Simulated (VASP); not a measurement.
# C (Ia-3d) in VASP: notebook

The runs below take C through single point, relaxation of cell and atoms, with PBE.

Program: VASP 6.6.1. These are calculated values, not measurements. Logs are shortened: lines on timing, memory, paths and dates and some standing lists are left out, and cuts for length are marked.

## Step 1: The cell of the first run

The structure is cubic, space group Ia-3d (No. 230). Conventional cell: a = 5.171 Å, b = 5.171 Å, c = 5.171 Å, α = 90.00°, β = 90.00°, γ = 90.00°. C (site symmetry -4) has 4 C at 1.58 Å within 2.1 Å.

The cell was built from a structure type or drawn by symmetry, and may not be a known phase.

## Step 2: Single point, PBE

INCAR

```
ALGO = Normal
EDIFF = 1E-6
ENCUT = 520
GGA = PE
ISIF = 2
ISMEAR = 0
LASPH = True
LCHARG = True
LELF = True
LREAL = False
LVHAR = True
LWAVE = False
NBANDS = 36
NELM = 80
PREC = Accurate
SIGMA = 0.1
```

KPOINTS

```
k-points
0
Gamma
  6 6 6
```

POSCAR

```
C
1.0
   -2.5853777068      2.5853777068      2.5853777068
    2.5853777068     -2.5853777068      2.5853777068
    2.5853777068      2.5853777068     -2.5853777068
C
12
Direct
    0.1250000000      0.7500000000      0.8750000000
    0.7500000000      0.3750000000      0.6250000000
    0.6250000000      0.3750000000      0.2500000000
    0.7500000000      0.8750000000      0.1250000000
    0.1250000000      0.8750000000      0.2500000000
    0.2500000000      0.1250000000      0.8750000000
    0.8750000000      0.1250000000      0.7500000000
    0.3750000000      0.6250000000      0.7500000000
    0.3750000000      0.2500000000      0.6250000000
    0.8750000000      0.2500000000      0.1250000000
    0.2500000000      0.6250000000      0.3750000000
    0.6250000000      0.7500000000      0.3750000000
```

Potentials or basis: VASP PAW PBE potentials, release 64 (C).

Launch:

```sh
$ cat potpaw_PBE.64/C/POTCAR > POTCAR
$ mpirun -np 1 vasp_std > vasp.out
```

OUTCAR:

```text
EDIFF = 1E-6
   ENCUT = 520
   GGA = PE
   ISIF = 2
   ISMEAR = 0
   LASPH = True
   LREAL = False
   NELM = 80
   PREC = Accurate

 ion  position               nearest neighbor table
   1  0.125  0.750  0.875-   2 1.58   5 1.58   6 1.58   8 1.58
   2  0.750  0.375  0.625-   1 1.58   3 1.58   7 1.58   9 1.58
   3  0.625  0.375  0.250-   2 1.58   6 1.58  10 1.58  12 1.58
   4  0.750  0.875  0.125-   5 1.58   8 1.58  10 1.58  12 1.58
   5  0.125  0.875  0.250-   1 1.58   4 1.58   9 1.58  11 1.58
   6  0.250  0.125  0.875-   1 1.58   3 1.58   7 1.58   9 1.58
   7  0.875  0.125  0.750-   2 1.58   6 1.58  10 1.58  12 1.58
   8  0.375  0.625  0.750-   1 1.58   4 1.58   9 1.58  11 1.58
   9  0.375  0.250  0.625-   2 1.58   5 1.58   6 1.58   8 1.58
  10  0.875  0.250  0.125-   3 1.58   4 1.58   7 1.58  11 1.58
  11  0.250  0.625  0.375-   5 1.58   8 1.58  10 1.58  12 1.58
  12  0.625  0.750  0.375-   3 1.58   4 1.58   7 1.58  11 1.58

  LATTYP: Found a body centered cubic cell.
 ALAT       =     5.1707554136

  Lattice vectors:

 A1 = (  -2.5853777068,   2.5853777068,   2.5853777068)
 A2 = (   2.5853777068,  -2.5853777068,   2.5853777068)
 A3 = (   2.5853777068,   2.5853777068,  -2.5853777068)

Analysis of symmetry for initial positions (statically):
=====================================================================
 Subroutine PRICEL returns:
 Original cell was already a primitive cell.

 Routine SETGRP: Setting up the symmetry group for a
 body centered cubic supercell.

 Subroutine GETGRP returns: Found 48 space group operations
 (whereof  6 operations were pure point group operations)
 out of a pool of 48 trial point group operations.

The static configuration has the point symmetry S_6 .
 The point group associated with its full space group is O_h .

Analysis of symmetry for dynamics (positions and initial velocities):
=====================================================================
 Subroutine PRICEL returns:
 Original cell was already a primitive cell.

 Routine SETGRP: Setting up the symmetry group for a
 body centered cubic supercell.

 Subroutine GETGRP returns: Found 48 space group operations
 (whereof  6 operations were pure point group operations)
 out of a pool of 48 trial point group operations.

[... 118 lines left out ...]
   ISIF   =      2    stress and relaxation
   ISYM   =      2    0-nonsym 1-usesym 2-fastsym
   POTIM  = 0.5000    time-step for ionic-motion
   TEBEG  =    0.0;   TEEND  =   0.0 temperature during run
   PSTRESS=    0.0 pullay stress
   NELECT =      48.0000    total number of electrons
   NUPDOWN=      -1.0000    fix difference up-down
   EMIN   =  10.00;   EMAX   =-10.00  energy-range for DOS
   EFERMI =   0.00;   METHOD = LEGACY
   ISMEAR =     0;   SIGMA  =   0.10  broadening in eV -4-tet -1-fermi 0-gaus
   EFERMI_NEDOS =   21; number of points for ismear=-14 and -15
   IALGO  =     38    algorithm
   IMIX   =      4    mixing-type and parameters
     AMIX     =   0.40;   BMIX     =  1.00
     AMIX_MAG =   1.60;   BMIX_MAG =  1.00
  volume/ion in A,a.u.               =       5.76        38.87
  Fermi-wavevector in a.u.,A,eV,Ry     =   1.449699  2.739534 28.594384  2.101628
  Thomas-Fermi vector in A             =   2.567396
   LORBIT       =      0    0 simple, 1 ext, 2 COOP (PROOUT), +10 PAW based schemes
   GGA     = PE    functional components
   LHFCALC =     F    Hartree Fock is set to
   AEXX    =    0.0000 exact exchange contribution
   IVDW    =     0    specifies the selected vdW correction
   LEPSILON=     F    determine dielectric tensor
   LRPA    =     F    only Hartree local field effects (RPA)
 non-spin polarized calculation
 Gauss-broadening in eV      SIGMA  =   0.10
  energy-cutoff  :      520.00
  volume of cell :       69.12
 maximum number of plane-waves:      1878
 NGX is ok and might be reduce to    36
   NGX = 17   NGY = 17   NGZ = 17

 number of electron      47.9999989 magnetization

 Free energy of the ion-electron system (eV)
  ---------------------------------------------------
  ext. energy  EPLUGINS =         0.00000000
  ---------------------------------------------------
  free energy    TOTEN  =       -98.42331255 eV

  energy without entropy =      -98.42331255  energy(sigma->0) =      -98.42331255

 E-fermi :   9.4050     XC(G=0): -13.3017

 val. band max:        8.9194602433   @ k =   0.0000   0.0000   0.0000
 cond. band min:      10.8353606818   @ k =   0.0000   0.0000   0.0000
 fundamental gap:      1.9159004386
 Fermi energy:         9.4050242992

 k-point     1 :       0.0000    0.0000    0.0000
  band No.  band energies     occupation
      1     -11.7058      2.00000
      2      -4.2769      2.00000
      3      -4.2769      2.00000
      4      -4.1498      2.00000
      5      -4.1498      2.00000
      6      -4.1498      2.00000
[... 613 lines left out ...]
     35      17.8369      0.00000
     36      17.8413      0.00000

------------------------ aborting loop because EDIFF is reached ----------------------------------------

  FORCE on cell =-STRESS in cart. coord.  units (eV):
  Direction    XX          YY          ZZ          XY          YZ          ZX
  --------------------------------------------------------------------------------------
  -------------------------------------------------------------------------------------
  Total        0.2801245      0.2801245      0.2801245     -0.0000000     -0.0000000      0.0000000
  in kB        6.4927646      6.4927646      6.4927646     -0.0000000     -0.0000000      0.0000000
  external PRESSURE =       6.4927646 kB  Pullay stress =       0.0000000 kB

 VOLUME and BASIS-vectors are now :
 -----------------------------------------------------------------------------
  energy-cutoff  :      520.00
  volume of cell :       69.12
      direct lattice vectors                 reciprocal lattice vectors
    -2.585377707  2.585377707  2.585377707     0.000000000  0.193395340  0.193395340
     2.585377707 -2.585377707  2.585377707     0.193395340  0.000000000  0.193395340
     2.585377707  2.585377707 -2.585377707     0.193395340  0.193395340  0.000000000

 POSITION                                       TOTAL-FORCE (eV/Angst)
 -----------------------------------------------------------------------------------
      3.87807      0.64634      0.00000         0.000000     -0.000000     -0.000000
      0.64634      2.58538      1.29269        -0.000000      0.000000     -0.000000
      0.00000      1.29269      1.93903        -0.000000     -0.000000     -0.000000
      0.64634     -0.00000      3.87807         0.000000      0.000000      0.000000
      2.58538     -1.29269      1.93903         0.000000      0.000000      0.000000
      1.93903      2.58538     -1.29269         0.000000     -0.000000     -0.000000
     -0.00000      3.87807      0.64634        -0.000000     -0.000000      0.000000
      2.58538      1.29269      0.64634         0.000000      0.000000      0.000000
      1.29269      1.93903      0.00000         0.000000     -0.000000     -0.000000
     -1.29269      1.93903      2.58538        -0.000000     -0.000000     -0.000000
      1.93903      0.00000      1.29269        -0.000000     -0.000000      0.000000
      1.29269      0.64634      2.58538        -0.000000     -0.000000      0.000000
 -----------------------------------------------------------------------------------
    total drift:                                0.000000      0.000000      0.000000

  FREE ENERGIE OF THE ION-ELECTRON SYSTEM (eV)
  ---------------------------------------------------
  free  energy   TOTEN  =       -98.4233125527 eV

  energy  without entropy=      -98.4233125527  energy(sigma->0) =      -98.42331255
```

stdout:

```text
POSCAR found type information on POSCAR C
 POSCAR found :  1 types and      12 ions
 scaLAPACK will be used
 LDA part: xc-table for (Slater+PW92), standard interpolation
 POSCAR, INCAR and KPOINTS ok, starting setup
 FFT: planning ... GRIDC
 FFT: planning ... GRID_SOFT
 FFT: planning ... GRID
 WAVECAR not read
 entering main loop
```

Run time: 60 s. Hardware: 1 thread of Intel Xeon 8259CL, shared host; peak memory 0.19 GiB.

What came out:

- Free energy: -98.4233 eV
- Pressure: 0.6 GPa
- Band gap on the k mesh: 1.92 eV

## Step 3: Single point, PBE

INCAR

```
SYSTEM = C
PREC     = Accurate       ! precision mode
ENCUT    = 520            ! plane-wave cutoff, eV
EDIFF    = 1E-7           ! SCF threshold, eV
ISMEAR   = 0              ! smearing method
SIGMA    = 0.02           ! smearing width, eV
LREAL    = .FALSE.        ! projectors in reciprocal space
LASPH    = .TRUE.         ! aspherical terms in the spheres
NELM     = 100            ! most SCF steps
ALGO     = Normal         ! electronic algorithm
ISIF     = 2              ! what is computed and relaxed
LWAVE    = .FALSE.        ! write WAVECAR
LCHARG   = .FALSE.        ! write CHGCAR
GGA      = PE             ! functional
NBANDS   = 36             ! bands
```

KPOINTS

```
regular mesh
0
G
  8 8 8
  0 0 0
```

Changes to POSCAR since step 2:

```diff
@@ -2,5 +2,5 @@
 1.0
-   -2.5853777068      2.5853777068      2.5853777068
-    2.5853777068     -2.5853777068      2.5853777068
-    2.5853777068      2.5853777068     -2.5853777068
+   -2.5855220273      2.5855220273      2.5855220273
+    2.5855220273     -2.5855220273      2.5855220273
+    2.5855220273      2.5855220273     -2.5855220273
 C
```

Potentials or basis: VASP PAW PBE potentials, release 64 (C).

Launch:

```sh
$ cat potpaw_PBE.64/C/POTCAR > POTCAR
$ mpirun -np 1 vasp_std > vasp.out
```

Wall time 1.8 min (1 thread of Intel Xeon 8259CL, shared host); peak memory 0.21 GiB.

It converged, with:

```yaml
Free_energy: -98.4234 eV
Pressure: 0.6 GPa
Band_gap_on_the_k_mesh: 1.92 eV
```

Levels at points of the mesh, in eV from the valence-band top:
```
           k point  band 21  band 22  band 23  band 24  band 25  band 26  band 27  band 28
(0.00, 0.00, 0.00)    -0.88     0.00     0.00     0.00     1.92     6.20     6.20     6.20
(0.50, 0.00, 0.00)    -1.71    -1.71    -1.06    -1.06     5.26     5.26     5.51     5.51
(0.50, 0.50, 0.50)    -1.30    -1.30    -1.30    -1.30     4.60     4.60     4.60     4.60
```

## Step 4: Relaxation of cell and atoms, PBE

This run uses another cell than the first one, of 5.10 Å³/atom.

INCAR

```
SYSTEM = C
ALGO     = Normal         ! electronic algorithm
EDIFF    = 1E-7           ! SCF threshold, eV
EDIFFG   = -0.04          ! ionic threshold
ENCUT    = 600            ! plane-wave cutoff, eV
GGA      = PE             ! functional
IBRION   = 2              ! ionic algorithm
ISIF     = 3              ! what is computed and relaxed
ISMEAR   = 0              ! smearing method
LASPH    = .True.         ! aspherical terms in the spheres
LCHARG   = .False.        ! write CHGCAR
LREAL    = .False.        ! projectors in reciprocal space
LWAVE    = .False.        ! write WAVECAR
NELM     = 60             ! most SCF steps
NSW      = 90             ! ionic steps
PREC     = Accurate       ! precision mode
SIGMA    = 0.1            ! smearing width, eV
```

KPOINTS

```
k-points
0
Gamma
  6 6 6
  0 0 0
```

Changes to POSCAR since step 3:

```diff
@@ -2,5 +2,5 @@
 1.0
-   -2.5855220273      2.5855220273      2.5855220273
-    2.5855220273     -2.5855220273      2.5855220273
-    2.5855220273      2.5855220273     -2.5855220273
+   -2.4821496100      2.4821496100      2.4821496100
+    2.4821496100     -2.4821496100      2.4821496100
+    2.4821496100      2.4821496100     -2.4821496100
 C
```

Launch:

```sh
$ cat potpaw_PBE.64/C/POTCAR > POTCAR
$ mpirun -np 1 vasp_std > vasp.out
```

It took 3 min on 1 thread of Intel Xeon 8259CL, shared host; peak memory 0.21 GiB.

It converged, with:

- Free energy: -98.4179 eV
- Relaxed volume: 5.77 Å³/atom
- Relaxed cell: a = 4.480 Å, b = 4.480 Å, c = 4.480 Å, α = 109.47°, β = 109.47°, γ = 109.47°
- Space group after relaxing (to 0.1 Å): Ia-3d (No. 230)
- Energy gained by relaxing: 119.4 meV/atom
- Ionic steps: 4
- Pressure after relaxing: -0.2 GPa
- Band gap on the k mesh: 1.92 eV

The path:
| step | energy change (eV) | largest force (eV/Å) | pressure (GPa) | volume (Å³) |
| --- | --- | --- | --- | --- |
| 1 | 0.0000 | 0.0000 | 63.08 | 61.17 |
| 2 | 0.4556 | 0.0000 | -46.37 | 80.71 |
| 3 | -1.4315 | 0.0000 | -1.56 | 69.47 |
| 4 | -1.4328 | 0.0000 | -0.19 | 69.23 |

Final structure:
```yaml
crystal:
  lattice:
    - [-2.58670, 2.58670, 2.58670]
    - [2.58670, -2.58670, 2.58670]
    - [2.58670, 2.58670, -2.58670]
  atoms:
    - { symbol: C, position: [0.12500, 0.75000, 0.87500] }
    - { symbol: C, position: [0.75000, 0.37500, 0.62500] }
    - { symbol: C, position: [0.62500, 0.37500, 0.25000] }
    - { symbol: C, position: [0.75000, 0.87500, 0.12500] }
    - { symbol: C, position: [0.12500, 0.87500, 0.25000] }
    - { symbol: C, position: [0.25000, 0.12500, 0.87500] }
    - { symbol: C, position: [0.87500, 0.12500, 0.75000] }
    - { symbol: C, position: [0.37500, 0.62500, 0.75000] }
    - { symbol: C, position: [0.37500, 0.25000, 0.62500] }
    - { symbol: C, position: [0.87500, 0.25000, 0.12500] }
    - { symbol: C, position: [0.25000, 0.62500, 0.37500] }
    - { symbol: C, position: [0.62500, 0.75000, 0.37500] }
```

Levels at points of the mesh, in eV from the valence-band top:
| k point | band 20 | band 21 | band 22 | band 23 | band 24 | band 25 | band 26 | band 27 | band 28 | band 29 |
| --- | --- | --- | --- | --- | --- | --- | --- | --- | --- | --- |
| (0.00, 0.00, 0.00) | -0.87 | -0.87 | 0.00 | 0.00 | 0.00 | 1.92 | 6.19 | 6.19 | 6.19 | 7.71 |
| (0.50, 0.00, 0.00) | -2.83 | -1.71 | -1.71 | -1.06 | -1.06 | 5.25 | 5.25 | 5.51 | 5.51 | 7.31 |
| (0.50, 0.50, 0.50) | -1.29 | -1.29 | -1.29 | -1.29 | -1.29 | 4.60 | 4.60 | 4.60 | 4.60 | 4.60 |

## Step 5: Relaxation of cell and atoms, PBE

INCAR

```
SYSTEM = C
PREC = Accurate ; ENCUT = 600
EDIFF = 1E-6 ; ISMEAR = 0
SIGMA = 0.02 ; LREAL = .FALSE.
LASPH = .TRUE. ; NELM = 100
ALGO = Normal ; ISIF = 3
LWAVE = .FALSE. ; LCHARG = .FALSE.
GGA = PE ; IBRION = 2
NSW = 100 ; EDIFFG = -0.01
```

KPOINTS

```
Automatic mesh
0
G
  8 8 8
  0 0 0
```

Changes to POSCAR since step 4:

```diff
@@ -2,5 +2,5 @@
 1.0
-   -2.4821496100      2.4821496100      2.4821496100
-    2.4821496100     -2.4821496100      2.4821496100
-    2.4821496100      2.4821496100     -2.4821496100
+   -2.5853777068      2.5853777068      2.5853777068
+    2.5853777068     -2.5853777068      2.5853777068
+    2.5853777068      2.5853777068     -2.5853777068
 C
```

Launch:

```sh
$ cat potpaw_PBE.64/C/POTCAR > POTCAR
$ mpirun -np 1 vasp_std > vasp.out
```

It took 99 s on 1 thread of Intel Xeon 8259CL, shared host; peak memory 0.21 GiB.

The run converged. Its results:

```yaml
Free_energy: -98.4440 eV
Pressure_after_relaxing: 0.1 GPa
Band_gap_on_the_k_mesh: 1.92 eV
```

Final structure:
```
C
1.0
    -2.58538    2.58538    2.58538
     2.58538   -2.58538    2.58538
     2.58538    2.58538   -2.58538
C
12
Direct
  0.12500 0.75000 0.87500
  0.75000 0.37500 0.62500
  0.62500 0.37500 0.25000
  0.75000 0.87500 0.12500
  0.12500 0.87500 0.25000
  0.25000 0.12500 0.87500
  0.87500 0.12500 0.75000
  0.37500 0.62500 0.75000
  0.37500 0.25000 0.62500
  0.87500 0.25000 0.12500
  0.25000 0.62500 0.37500
  0.62500 0.75000 0.37500
```

Levels at points of the mesh, in eV from the valence-band top:
```tsv
k point	band 20	band 21	band 22	band 23	band 24	band 25	band 26	band 27	band 28	band 29
(0.00, 0.00, 0.00)	-0.88	-0.88	0.00	0.00	0.00	1.92	6.20	6.20	6.20	7.72
(0.50, 0.00, 0.00)	-2.84	-1.71	-1.71	-1.06	-1.06	5.26	5.26	5.51	5.51	7.32
(0.50, 0.50, 0.50)	-1.30	-1.30	-1.30	-1.30	-1.30	4.60	4.60	4.60	4.60	4.60
```

Caveat: the relaxation stopped at its first step, so nothing moved.

## Step 6: Overview

```csv
task,cell,k mesh,cutoff (eV),smearing,gap on the mesh (eV),pressure (GPa)
single point,"a = 4.478 Å, angles 109.5°, 12 atoms",6 × 6 × 6,520,gaussian 0.1 eV,1.92,0.6
single point,"a = 4.478 Å, angles 109.5°, 12 atoms",8 × 8 × 8,520,gaussian 0.02 eV,1.92,0.6
relaxation of cell and atoms,"relaxed from a = 4.299 Å, angles 109.5°, 12 atoms",6 × 6 × 6,600,gaussian 0.1 eV,1.92,-0.2
relaxation of cell and atoms,"relaxed from a = 4.478 Å, angles 109.5°, 12 atoms",8 × 8 × 8,600,gaussian 0.02 eV,1.92,0.1
```

Alike in all rows: level PBE; potentials or basis VASP PAW PBE potentials, release 64 (C); no spin polarisation.

Caveats: the relaxation stopped at its first step, so nothing moved (at least some runs).

Absolute energies hang on the potentials; compare differences alone.
